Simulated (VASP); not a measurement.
Input of a VASP 6.6.1 run:

File INCAR:

```
SYSTEM = HfC
PREC = Accurate
ENCUT = 520
EDIFF = 1E-6
ISMEAR = 0
SIGMA = 0.1
LREAL = .FALSE.
LASPH = .TRUE.
NELM = 100
ALGO = Normal
ISIF = 2
LWAVE = .FALSE.
LCHARG = .FALSE.
GGA = PE
NBANDS = 22
```

File KPOINTS:

```
Automatic mesh
0
G
  4 4 4
  0 0 0
```

Contents of POSCAR:

```
HfC
1.0
    3.6432077400     -3.6432077400      0.0000000000
    3.6432077400      3.6432077400      0.0000000000
    0.0000000000      0.0000000000      5.1522738000
Hf C
2 2
Direct
    0.5000000000      0.5000000000      0.0000000000
    0.0000000000      0.0000000000      0.0000000000
    0.7500000000      0.2500000000      0.7500000000
    0.2500000000      0.7500000000      0.2500000000
```

Potentials or basis: VASP PAW PBE potentials, release 64 (Hf_pv, C).

Command:

```console
$ cat potpaw_PBE.64/Hf_pv/POTCAR potpaw_PBE.64/C/POTCAR > POTCAR
$ mpirun -np 1 vasp_std > vasp.out
```

(1) What does it give for the largest force?

(2) What does it give for the pressure?

(3) Predict the band gap on the k mesh.

## Answers

(1) 1.861 eV/Å.

(2) -11.9 GPa.

(3) zero (bands 14 and 15 overlap by 1.39 eV).

Caveat: the cell differs from its parent crystal (atoms taken out); the stress differs along the axes, from -16 to -8 GPa; spin-orbit coupling is left out, which moves the levels of the heavy elements; forces of over 1 eV/Å act on the atoms, so gaps and moduli don't describe the material at rest.
